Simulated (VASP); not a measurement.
Write the native input for VASP 6.6.1 that does the following.

- Task: single point
- Functional: r2SCAN
- Potentials or basis: VASP PAW PBE potentials, release 64 (Zn, S)
- Cutoff: 520 eV
- k mesh: 9 × 9 × 4
- Occupations: gaussian, width 0.02 eV
- Spin: no spin polarisation
- Dipole correction: no
- Further INCAR settings: ALGO = Normal; EDIFF = 1e-07; NBANDS = 26

The system is ZnS (Wurtzite-2H).

```xyz
4
Lattice="3.8063 0.0000 0.0000 -1.9031 3.2963 0.0000 0.0000 0.0000 6.2464" Properties=species:S:1:pos:R:3 pbc="T T T"
Zn    0.0000    2.1975    0.0337
Zn    1.9031    1.0988    3.1569
S     0.0000    2.1975    2.3712
S     1.9031    1.0988    5.4944
```

These files were run (other wordings do the same):

POSCAR

```
ZnS
1.0
    3.8062661245      0.0000000000      0.0000000000
   -1.9031330622      3.2963231574      0.0000000000
    0.0000000000      0.0000000000      6.2464000123
Zn S
2 2
Direct
    0.3333333333      0.6666666667      0.0053936192
    0.6666666667      0.3333333333      0.5053936192
    0.3333333333      0.6666666667      0.3796063808
    0.6666666667      0.3333333333      0.8796063808
```

INCAR.step1

```
SYSTEM = ZnS
ALGO = Normal
EDIFF = 1E-4
ENCUT = 520
GGA = PE
ISMEAR = 0
LASPH = .TRUE.
LCHARG = .FALSE.
LREAL = .FALSE.
LWAVE = .TRUE.
NBANDS = 26
NELM = 60
PREC = Accurate
SIGMA = 0.02
```

INCAR.step2

```
SYSTEM = ZnS
ALGO = Normal
EDIFF = 1E-7
ENCUT = 520
ISIF = 2
ISMEAR = 0
ISTART = 1
LASPH = .TRUE.
LCHARG = .FALSE.
LMIXTAU = .TRUE.
LREAL = .FALSE.
LWAVE = .FALSE.
METAGGA = R2SCAN
NBANDS = 26
NELM = 60
PREC = Accurate
SIGMA = 0.02
```

KPOINTS

```
k-points
0
G
  9 9 4
  0 0 0
```

Potentials or basis: VASP PAW PBE potentials, release 64 (Zn, S).

The run is started by

```console
$ cat potpaw_PBE.64/Zn/POTCAR potpaw_PBE.64/S/POTCAR > POTCAR
$ cp INCAR.step1 INCAR
$ mpirun -np 1 vasp_std > vasp.out
$ cp INCAR.step2 INCAR
$ mpirun -np 1 vasp_std > vasp.out
```

It gave:

```json
{"Pressure": "0.0 GPa", "Band gap on the k mesh": "2.79 eV, direct"}
```

Caveat: the PAW data sets were made with another functional, which shifts forces and pressure a little.

Wall time 2.4 min on 1 thread of AMD EPYC 9R45 96-Core Processor (Zen 5), on a shared host, peak memory 0.2 GiB.
